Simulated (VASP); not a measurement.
MgO (Periclase): single point with r2SCAN

MgO (Periclase):

```
Mg O
1.0
     0.00000    1.95152    1.95152
     1.95152    0.00000    1.95152
     1.95152    1.95152    0.00000
Mg O
1 1
Cartesian
  0.0000 0.0000 0.0000
  1.9515 1.9515 1.9515
```

This cell differs from its parent crystal: volume scaled by 0.800.

```yaml
Program: VASP 6.6.1
Task: single point
Functional: r2SCAN
Potentials_or_basis: VASP PAW PBE potentials, release 64 (Mg, O)
Cutoff: 520 eV
k_mesh: 8 × 8 × 8
Occupations: gaussian, width 0.05 eV
Spin: no spin polarisation
```

The pressure is 58.1 GPa and the band gap on the k mesh is 8.27 eV, direct.

Levels at points of the mesh, in eV from the valence-band top:
| k point | band 1 | band 2 | band 3 | band 4 | band 5 | band 6 | band 7 | band 8 | band 9 |
| --- | --- | --- | --- | --- | --- | --- | --- | --- | --- |
| (0.00, 0.00, 0.00) | -19.54 | 0.00 | 0.00 | 0.00 | 8.27 | 18.15 | 18.15 | 18.15 | 23.00 |
| (0.50, 0.00, 0.00) | -17.62 | -5.75 | -0.99 | -0.99 | 10.42 | 16.67 | 19.97 | 19.97 | 26.35 |
| (0.50, 0.50, 0.00) | -17.31 | -5.13 | -1.72 | -1.72 | 10.23 | 13.89 | 17.06 | 24.32 | 24.32 |

Wall time 13 s on 1 thread of Intel(R) Xeon(R) 6975P-C (Granite Rapids), on a shared host, peak memory 0.15 GiB.

Caveat: the PAW data sets were made with another functional, which shifts forces and pressure a little.
